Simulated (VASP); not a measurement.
KMgF3, 5 atoms in the cell. Symmetry: Pm-3m, No. 221, cubic system. Conventional cell: a = 3.948 Å, b = 3.948 Å, c = 3.948 Å, α = 90.00°, β = 90.00°, γ = 90.00°. Within 3.7 Å of K (site symmetry m-3m) lie 12 F at 2.79 Å and 8 Mg at 3.42 Å. Mg (site symmetry m-3m) has 6 F at 1.97 Å within 2.6 Å. Within 2.6 Å of F (site symmetry 4/mmm) lie 2 Mg at 1.97 Å. 

* Program: VASP 6.6.1
* Task: single point
* Functional: r2SCAN
* Potentials or basis: VASP PAW PBE potentials, release 64 (K_sv, Mg, F)
* Cutoff: 520 eV
* k mesh: 7 × 7 × 7
* Occupations: fermi-dirac, width 0.05 eV
* Spin: no spin polarisation
* Dipole correction: no
* Further INCAR settings: ALGO = Normal; EDIFF = 1e-06; NBANDS = 24

Potentials or basis: VASP PAW PBE potentials, release 64 (K_sv, Mg, F).

Run with:

```sh
$ cat potpaw_PBE.64/K_sv/POTCAR potpaw_PBE.64/Mg/POTCAR potpaw_PBE.64/F/POTCAR > POTCAR
$ cp INCAR.step1 INCAR
$ mpirun -np 1 vasp_std > vasp.out
$ cp INCAR.step2 INCAR
$ mpirun -np 1 vasp_std > vasp.out
```

Hardware: 1 thread of Intel(R) Xeon(R) Platinum 8488C (Sapphire Rapids) (shared host).

**Question.** How long does it take, and how much memory?

**Answer.** It took 2.9 min on 1 thread of Intel(R) Xeon(R) Platinum 8488C (Sapphire Rapids), with other jobs on the host, peak memory 0.18 GiB. Counts: k points 20.
